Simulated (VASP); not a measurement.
The system is Bi2H3.

```
Bi H
1.0
     2.39371   -2.88527    0.00000
     2.39371    2.88527    0.00000
     0.00000    0.00000    5.12138
Bi H
2 3
Cartesian
  2.3937 0.0000 0.0000
  2.3937 0.0000 2.5607
  4.1338 0.0000 0.0000
  0.6537 0.0000 0.0000
  0.0000 0.0000 2.5607
```

The cell was built from a structure type or drawn by symmetry, and may not be a known phase.

| Quantity | Value |
| --- | --- |
| Program | VASP 6.6.1 |
| Task | relaxation of cell and atoms |
| Functional | PBE |
| Potentials or basis | VASP PAW PBE potentials, release 64 (Bi_d, H) |
| Cutoff | 600 eV |
| k mesh | 6 × 6 × 4 |
| Occupations | gaussian, width 0.1 eV |
| Spin | no spin polarisation |

At the start: pressure 28.6 GPa; volume 14.15 Å³/atom.

Q: How do energy, volume and symmetry change on relaxing?

A: Over 11 steps the energy falls by 667.3 meV/atom and the volume is 18.62 Å³/atom (+31.6 %); space group Cmmm (No. 65, to 0.1 Å) before and after.

Step by step:
| step | energy change (eV) | largest force (eV/Å) | pressure (GPa) | volume (Å³) |
| --- | --- | --- | --- | --- |
| 1 | 0.0000 | 3.3507 | 28.58 | 70.74 |
| 2 | -3.0499 | 1.5865 | -2.80 | 98.59 |
| 3 | -3.0561 | 1.5469 | -3.04 | 99.44 |
| 4 | -3.3290 | 0.2681 | -0.82 | 95.04 |
| 5 | -3.3326 | 0.0544 | -0.49 | 94.53 |
| 6 | -3.3326 | 0.0118 | -0.54 | 94.63 |
| 7 | -3.3355 | 0.0294 | -0.28 | 93.81 |
| 8 | -3.3363 | 0.0422 | -0.06 | 93.22 |
| 9 | -3.3363 | 0.0446 | -0.02 | 93.11 |
| 10 | -3.3363 | 0.0419 | 0.01 | 93.05 |
| 11 | -3.3364 | 0.0012 | 0.02 | 93.08 |

Final structure:
```yaml
crystal:
  lattice:
    - [2.43058, -2.93970, 0.00000]
    - [2.43058, 2.93970, 0.00000]
    - [0.00000, 0.00000, 6.51363]
  atoms:
    - { symbol: Bi, position: [0.50000, 0.50000, 0.00000] }
    - { symbol: Bi, position: [0.50000, 0.50000, 0.50000] }
    - { symbol: H, position: [0.91530, 0.91530, 0.00000] }
    - { symbol: H, position: [0.08470, 0.08470, 0.00000] }
    - { symbol: H, position: [0.00000, 0.00000, 0.50000] }
```

Caveat: the volume moved by over 15 % at a fixed basis, so the end points are rough.
